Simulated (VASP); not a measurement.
# TmH (Fm-3m) in VASP: notebook

Runs on TmH. Level: PBEsol. Tasks: single point, relaxation of cell and atoms.

Everything below comes from runs of VASP 6.6.1. Logs are shortened: lines on timing, memory, paths and dates and some standing lists are left out, and cuts for length are marked.

## (1) The cell of the first run

Symmetry: Fm-3m, No. 225, cubic system. Conventional cell: a = 4.826 Å, b = 4.826 Å, c = 4.826 Å, α = 90.00°, β = 90.00°, γ = 90.00°. Within 3.2 Å of Tm (site symmetry m-3m) lie 6 H at 2.41 Å. Within 3.2 Å of H (site symmetry m-3m) lie 6 Tm at 2.41 Å.

## (2) Single point, PBEsol, collinear spin, ferromagnetic start

Contents of INCAR:

```
SYSTEM = TmH
ALGO     = Normal         ! electronic algorithm
EDIFF    = 1E-6           ! SCF threshold, eV
ENCUT    = 600            ! plane-wave cutoff, eV
GGA      = PS             ! functional
GGA_COMPAT= .FALSE.      
ISIF     = 2              ! what is computed and relaxed
ISMEAR   = -1             ! smearing method
ISPIN    = 2              ! spin polarisation
LASPH    = .TRUE.         ! aspherical terms in the spheres
LCHARG   = .FALSE.        ! write CHGCAR
LMAXMIX  = 6              ! l up to which the mixer works
LORBIT   = 11             ! projections on sites
LREAL    = .FALSE.        ! projectors in reciprocal space
LWAVE    = .FALSE.        ! write WAVECAR
MAGMOM   = 2 0            ! initial moments
NBANDS   = 23             ! bands
NELM     = 200            ! most SCF steps
PREC     = Accurate       ! precision mode
SIGMA    = 0.1            ! smearing width, eV
```

Contents of KPOINTS:

```
k-points
0
G
  6 6 6
  0 0 0
```

Contents of POSCAR:

```
TmH
1.0
    0.0000000000      2.4131233217      2.4131233217
    2.4131233217      0.0000000000      2.4131233217
    2.4131233217      2.4131233217      0.0000000000
Tm H
1 1
Direct
    0.0000000000      0.0000000000      0.0000000000
    0.5000000000      0.5000000000      0.5000000000
```

Potentials or basis: VASP PAW PBE potentials, release 64 (Tm, H).

Launch:

```sh
$ cat potpaw_PBE.64/Tm/POTCAR potpaw_PBE.64/H/POTCAR > POTCAR
$ mpirun -np 1 vasp_std > vasp.out
```

OUTCAR:

```text
SYSTEM = TmH
   EDIFF = 1E-6
   ENCUT = 600
   GGA = PS
   ISIF = 2
   ISMEAR = -1
   ISPIN = 2
   LASPH = .TRUE.
   LORBIT = 11
   LREAL = .FALSE.
   NELM = 200
   PREC = Accurate

 ion  position               nearest neighbor table
   1  0.000  0.000  0.000-
   2  0.500  0.500  0.500-

  LATTYP: Found a face centered cubic cell.
 ALAT       =     4.8262466434

  Lattice vectors:

 A1 = (   0.0000000000,   2.4131233217,   2.4131233217)
 A2 = (   2.4131233217,   0.0000000000,   2.4131233217)
 A3 = (   2.4131233217,   2.4131233217,   0.0000000000)

Analysis of symmetry for initial positions (statically):
=====================================================================
 Subroutine PRICEL returns:
 Original cell was already a primitive cell.

 Routine SETGRP: Setting up the symmetry group for a
 face centered cubic supercell.

 Subroutine GETGRP returns: Found 48 space group operations
 (whereof 48 operations were pure point group operations)
 out of a pool of 48 trial point group operations.

The static configuration has the point symmetry O_h .

Analysis of symmetry for dynamics (positions and initial velocities):
=====================================================================
 Subroutine PRICEL returns:
 Original cell was already a primitive cell.

 Routine SETGRP: Setting up the symmetry group for a
 face centered cubic supercell.

 Subroutine GETGRP returns: Found 48 space group operations
 (whereof 48 operations were pure point group operations)
 out of a pool of 48 trial point group operations.

The dynamic configuration has the point symmetry O_h .

Analysis of structural, dynamic, and magnetic symmetry:
=====================================================================
 Subroutine PRICEL returns:
 Original cell was already a primitive cell.

 Routine SETGRP: Setting up the symmetry group for a
 face centered cubic supercell.

 Subroutine GETGRP returns: Found 48 space group operations
 (whereof 48 operations were pure point group operations)
 out of a pool of 48 trial point group operations.

The overall configuration has the point symmetry O_h .

 Subroutine INISYM returns: Found 48 space group operations
 (whereof 48 operations are pure point group operations),
 and found     1 'primitive' translations

----------------------------------------------------------------------------------------

                                     Primitive cell

  volume of cell :      28.1040

  direct lattice vectors                    reciprocal lattice vectors
     0.000000000  2.413123322  2.413123322    -0.207200351  0.207200351  0.207200351
     2.413123322  0.000000000  2.413123322     0.207200351 -0.207200351  0.207200351
     2.413123322  2.413123322  0.000000000     0.207200351  0.207200351 -0.207200351

  length of vectors
     3.412671729  3.412671729  3.412671729     0.358881536  0.358881536  0.358881536

  position of ions in fractional coordinates (direct lattice)
     0.000000000  0.000000000  0.000000000
     0.500000000  0.500000000  0.500000000

  ion indices of the primitive-cell ions
   primitive index   ion index
                 1           1
                 2           2

----------------------------------------------------------------------------------------

 KPOINTS: k-points

Automatic generation of k-mesh.
 Grid dimensions read from file:
 generate k-points for:    6    6    6

 Generating k-lattice:

  Cartesian coordinates                     Fractional coordinates (reciprocal lattice)
    -0.034533392  0.034533392  0.034533392     0.166666667  0.000000000  0.000000000
     0.034533392 -0.034533392  0.034533392     0.000000000  0.166666667  0.000000000
     0.034533392  0.034533392 -0.034533392     0.000000000  0.000000000  0.166666667

  Length of vectors
     0.059813589  0.059813589  0.059813589

  Shift w.r.t. Gamma in fractional coordinates (k-lattice)
     0.000000000  0.000000000  0.000000000

 Subroutine IBZKPT returns following result:
 ===========================================

 Found     16 irreducible k-points:

 Following reciprocal coordinates:
            Coordinates               Weight
  0.000000  0.000000  0.000000      1.000000
  0.166667  0.000000  0.000000      8.000000
  0.333333  0.000000  0.000000      8.000000
  0.500000  0.000000  0.000000      4.000000
  0.166667  0.166667  0.000000      6.000000
  0.333333  0.166667  0.000000     24.000000
[... 8 lines left out ...]
 -0.333333  0.333333  0.166667     24.000000
 -0.333333  0.500000  0.166667     12.000000
   k-points           NKPTS =     16   k-points in BZ     NKDIM =     16   number of bands    NBANDS=     23
   number of dos      NEDOS =    301   number of ions     NIONS =      2
   total plane-waves  NPLWV =  21952
   dimension x,y,z NGX =    28 NGY =   28 NGZ =   28
   dimension x,y,z NGXF=    56 NGYF=   56 NGZF=   56
   ions per type =               1   1
   NGX,Y,Z   is equivalent  to a cutoff of  13.64, 13.64, 13.64 a.u.
   NGXF,Y,Z  is equivalent  to a cutoff of  27.28, 27.28, 27.28 a.u.
 SYSTEM =  TmH
   PREC   = accura    normal or accurate (medium, high low for compatibility)
   ISTART =      0    job   : 0-new  1-cont  2-samecut
   ICHARG =      2    charge: 1-file 2-atom 10-const
   ISPIN  =      2    spin polarized calculation?
   LNONCOLLINEAR =      F non collinear calculations
   LSORBIT =      F    spin-orbit coupling
   LASPH  =      T    aspherical Exc in radial PAW
   ENCUT  =  600.0 eV  44.10 Ry    6.64 a.u.   6.82  6.82  6.82*2*pi/ulx,y,z
   NELM   =    200;   NELMIN=  2; NELMDL= -5     # of ELM steps
   EDIFF  = 0.1E-05   stopping-criterion for ELM
   LREAL  =      F    real-space projection
   EDIFFG = 0.1E-04   stopping-criterion for IOM
   NSW    =      0    number of steps for IOM
   IBRION =     -1    ionic relax: 0-MD 1-quasi-New 2-CG
   NFREE  =      0    steps in history (QN), initial steepest desc. (CG)
   ISIF   =      2    stress and relaxation
   ISYM   =      2    0-nonsym 1-usesym 2-fastsym
   POTIM  = 0.5000    time-step for ionic-motion
   TEBEG  =    0.0;   TEEND  =   0.0 temperature during run
   PSTRESS=    0.0 pullay stress
   NELECT =      24.0000    total number of electrons
   NUPDOWN=      -1.0000    fix difference up-down
   EMIN   =  10.00;   EMAX   =-10.00  energy-range for DOS
   EFERMI =   0.00;   METHOD = LEGACY
   ISMEAR =    -1;   SIGMA  =   0.10  broadening in eV -4-tet -1-fermi 0-gaus
   EFERMI_NEDOS =   21; number of points for ismear=-14 and -15
   IALGO  =     38    algorithm
   IMIX   =      4    mixing-type and parameters
     AMIX     =   0.40;   BMIX     =  1.00
     AMIX_MAG =   1.60;   BMIX_MAG =  1.00
  volume/ion in A,a.u.               =      14.05        94.83
  Fermi-wavevector in a.u.,A,eV,Ry     =   1.553182  2.935089 32.822352  2.412375
  Thomas-Fermi vector in A             =   2.657450
   LORBIT       =     11    0 simple, 1 ext, 2 COOP (PROOUT), +10 PAW based schemes
   GGA     = PS    functional components
   LHFCALC =     F    Hartree Fock is set to
   AEXX    =    0.0000 exact exchange contribution
   IVDW    =     0    specifies the selected vdW correction
   LEPSILON=     F    determine dielectric tensor
   LRPA    =     F    only Hartree local field effects (RPA)
 spin polarized calculation
  energy-cutoff  :      600.00
  volume of cell :       28.10
 maximum number of plane-waves:       960
   NGX = 13   NGY = 13   NGZ = 13

 number of electron      23.9999997 magnetization       1.1446996

 Free energy of the ion-electron system (eV)
  ---------------------------------------------------
  ext. energy  EPLUGINS =         0.00000000
  ---------------------------------------------------
  free energy    TOTEN  =        -8.61045998 eV

  energy without entropy =       -8.36760521  energy(sigma->0) =       -8.48903260

 E-fermi :   2.9221     XC(G=0): -11.2855

 val. band max:        2.9187618727   @ k =  -0.3333   0.3333   0.0000
 cond. band min:       2.9255494483   @ k =  -0.3333   0.3333   0.1667
 fundamental gap:      0.0067875756
 Fermi energy:         2.9221443851

 spin component 1

 k-point     1 :       0.0000    0.0000    0.0000
  band No.  band energies     occupation
      1     -47.3326      1.00000
      2     -20.1857      1.00000
      3     -20.1857      1.00000
      4     -20.1857      1.00000
      5      -5.0858      1.00000
      6       1.3681      1.00000
[... 15 lines left out ...]
     22      15.3211      0.00000
     23      28.8070      0.00000
[... 366 lines left out ...]
  band No.  band energies     occupation
      1     -47.2511      1.00000
      2     -20.8413      1.00000
      3     -20.6030      1.00000
      4     -20.4989      1.00000
      5      -2.3610      1.00000
      6       1.5913      1.00000
[... 15 lines left out ...]
     22      22.2325      0.00000
     23      22.3380      0.00000
 Fermi energy:         2.9221443851

 spin component 2

 k-point     1 :       0.0000    0.0000    0.0000
  band No.  band energies     occupation
      1     -46.8127      1.00000
      2     -19.8282      1.00000
      3     -19.8282      1.00000
      4     -19.8282      1.00000
      5      -5.1452      1.00000
      6       2.6387      0.94452
[... 15 lines left out ...]
     22      15.3290      0.00000
     23      28.8797      0.00000
[... 367 lines left out ...]
      1     -46.7268      1.00000
      2     -20.5167      1.00000
      3     -20.2659      1.00000
      4     -20.1566      1.00000
      5      -2.3693      1.00000
      6       2.4727      0.98895
[... 15 lines left out ...]
     22      22.1861      0.00000
     23      22.3350      0.00000

------------------------ aborting loop because EDIFF is reached ----------------------------------------

  FORCE on cell =-STRESS in cart. coord.  units (eV):
  Direction    XX          YY          ZZ          XY          YZ          ZX
  --------------------------------------------------------------------------------------
  -------------------------------------------------------------------------------------
  Total       -0.2884420     -0.2884420     -0.2884420      0.0000000      0.0000000     -0.0000000
  in kB      -16.4437377    -16.4437377    -16.4437377      0.0000000      0.0000000     -0.0000000
  external PRESSURE =     -16.4437377 kB  Pullay stress =       0.0000000 kB

 VOLUME and BASIS-vectors are now :
 -----------------------------------------------------------------------------
  energy-cutoff  :      600.00
  volume of cell :       28.10
      direct lattice vectors                 reciprocal lattice vectors
     0.000000000  2.413123322  2.413123322    -0.207200351  0.207200351  0.207200351
     2.413123322  0.000000000  2.413123322     0.207200351 -0.207200351  0.207200351
     2.413123322  2.413123322  0.000000000     0.207200351  0.207200351 -0.207200351

 POSITION                                       TOTAL-FORCE (eV/Angst)
 -----------------------------------------------------------------------------------
      0.00000      0.00000      0.00000         0.000000     -0.000000      0.000000
      2.41312      2.41312      2.41312        -0.000000      0.000000     -0.000000
 -----------------------------------------------------------------------------------
    total drift:                               -0.000000     -0.000000     -0.000000

  FREE ENERGIE OF THE ION-ELECTRON SYSTEM (eV)
  ---------------------------------------------------
  free  energy   TOTEN  =        -8.6104599825 eV

  energy  without entropy=       -8.3676052120  energy(sigma->0) =       -8.48903260

 total charge

# of ion       s       p       d       f       tot
--------------------------------------------------
    1        2.170   5.959   0.534  12.484  21.148
    2        0.502   0.009   0.000   0.000   0.511
--------------------------------------------------
tot          2.672   5.968   0.534  12.484  21.659

 magnetization (x)

# of ion       s       p       d       f       tot
--------------------------------------------------
    1       -0.002  -0.023  -0.027   1.259   1.207
    2       -0.000  -0.000   0.000   0.000  -0.001
--------------------------------------------------
tot         -0.002  -0.024  -0.027   1.259   1.206
```

Wall time 2.8 min (1 thread of Intel Xeon 8259CL, shared host); peak memory 0.2 GiB.

Results:

- Free energy: -8.6105 eV
- Pressure: -1.6 GPa
- Net moment: 1.14 μB per cell
- Site moments: Tm +1.21; H -0.00 μB
- Valence electrons inside the program's atomic spheres: Tm 21.15; H 0.51

Levels at points of the mesh, in eV from the Fermi level:
Spin up:
```tsv
k point	band 8	band 9	band 10	band 11	band 12	band 13	band 14	band 15	band 16	band 17
(0.00, 0.00, 0.00)	-1.34	-1.34	-0.96	-0.96	-0.96	2.85	2.85	2.85	5.48	5.48
(0.50, 0.00, 0.00)	-1.22	-1.22	-1.13	-1.10	-1.10	-0.96	2.19	2.19	7.15	7.58
(0.50, 0.50, 0.00)	-1.23	-1.23	-1.11	-1.11	-1.11	-0.54	2.58	7.57	8.35	8.35
```
Spin down:
```
           k point  band 8  band 9  band 10  band 11  band 12  band 13  band 14  band 15  band 16  band 17
(0.00, 0.00, 0.00)   -0.25   -0.25    -0.20    -0.20    -0.20     2.84     2.84     2.84     5.55     5.55
(0.50, 0.00, 0.00)   -0.39   -0.25    -0.20    -0.08    -0.08     0.04     2.19     2.19     7.09     7.69
(0.50, 0.50, 0.00)   -0.38   -0.37    -0.20    -0.11    -0.11     0.01     2.55     7.70     8.41     8.41
```

Caveat: the k points lie up to 0.38 Å⁻¹ apart; the magnetic or orbital state may not be the lowest; the PAW data sets were made with another functional, which shifts forces and pressure a little; spin-orbit coupling is left out, which moves the levels of the heavy elements; semilocal functionals describe open f shells poorly, which spoils levels, moments and volumes. The state reached can hang on the start; a lower one may exist.

## (3) Relaxation of cell and atoms, PBEsol, collinear spin, ferromagnetic start

This run uses another cell than the first one, of 14.62 Å³/atom.

Contents of INCAR:

```
  PREC = Accurate
  ENCUT = 600
  EDIFF = 1E-7
  ISMEAR = -1
  SIGMA = 0.1
  LREAL = F
  LASPH = T
  NELM = 200
  ALGO = Normal
  ISIF = 3
  LWAVE = F
  LCHARG = F
  ISPIN = 2
  MAGMOM = 2 0
  LORBIT = 11
  LMAXMIX = 6
  GGA = PS
  IBRION = 2
  NSW = 80
  EDIFFG = -0.03
  GGA_COMPAT = F
  NELMIN = 4
```

Contents of KPOINTS:

```
regular mesh
0
Gamma
  6 6 6
```

Contents of POSCAR:

```
TmH
1.0
    0.0000000000      2.4450000000      2.4450000000
    2.4450000000      0.0000000000      2.4450000000
    2.4450000000      2.4450000000      0.0000000000
Tm H
1 1
Direct
    0.0000000000      0.0000000000      0.0000000000
    0.5000000000      0.5000000000      0.5000000000
```

Potentials or basis: VASP PAW PBE potentials, release 64 (Tm, H).

Launch:

```sh
$ cat potpaw_PBE.64/Tm/POTCAR potpaw_PBE.64/H/POTCAR > POTCAR
$ mpirun -np 1 vasp_std > vasp.out
```

Run time: 7.9 min. Hardware: 1 thread of Intel Xeon 8259CL, shared host; peak memory 0.2 GiB.

It converged, with:

```yaml
Free_energy: -8.6110 eV
Relaxed_volume: 14.06 Å³/atom
Relaxed_cell: a = 3.413 Å, b = 3.413 Å, c = 3.413 Å, α = 60.00°, β = 60.00°, γ = 60.00°
Space_group_after_relaxing_to_0.1_Å: Fm-3m (No. 225)
Energy_gained_by_relaxing: 3.7 meV/atom
Ionic_steps: 4
Pressure_after_relaxing: -0.2 GPa
Net_moment: 1.14 μB per cell
Site_moments: Tm +1.21; H -0.00 μB
Valence_electrons_inside_the_program's_atomic_spheres: Tm 21.15; H 0.51
```

The path:
```tsv
step	energy change (eV)	largest force (eV/Å)	pressure (GPa)	volume (Å³)
1	0.0000	0.0000	-1.07	29.23
2	-0.0042	0.0000	-1.42	28.82
3	-0.0061	0.0000	1.04	27.62
4	-0.0073	0.0000	-0.24	28.11
```

Final structure:
```xyz
2
Lattice="0.0000 2.4133 2.4133 2.4133 0.0000 2.4133 2.4133 2.4133 0.0000" Properties=species:S:1:pos:R:3 pbc="T T T"
Tm    0.0000    0.0000    0.0000
H     2.4133    2.4133    2.4133
```

Levels at points of the mesh, in eV from the Fermi level:
Spin up:
```
           k point  band 8  band 9  band 10  band 11  band 12  band 13  band 14  band 15  band 16  band 17
(0.00, 0.00, 0.00)   -1.34   -1.34    -0.96    -0.96    -0.96     2.85     2.85     2.85     5.47     5.47
(0.50, 0.00, 0.00)   -1.22   -1.22    -1.13    -1.10    -1.10    -0.96     2.19     2.19     7.15     7.57
(0.50, 0.50, 0.00)   -1.23   -1.23    -1.11    -1.11    -1.11    -0.54     2.58     7.57     8.41     8.41
```
Spin down:
```
           k point  band 10  band 11  band 12  band 13  band 14  band 15
(0.00, 0.00, 0.00)    -0.20    -0.20    -0.20     2.84     2.84     2.84
(0.50, 0.00, 0.00)    -0.20    -0.08    -0.08     0.04     2.19     2.19
(0.50, 0.50, 0.00)    -0.20    -0.11    -0.11     0.01     2.55     7.69
```

Caveat: the k points lie up to 0.38 Å⁻¹ apart in the final cell; the magnetic or orbital state may not be the lowest; the PAW data sets were made with another functional, which shifts forces and pressure a little; spin-orbit coupling is left out, which moves the levels of the heavy elements; semilocal functionals describe open f shells poorly, which spoils levels, moments and volumes.
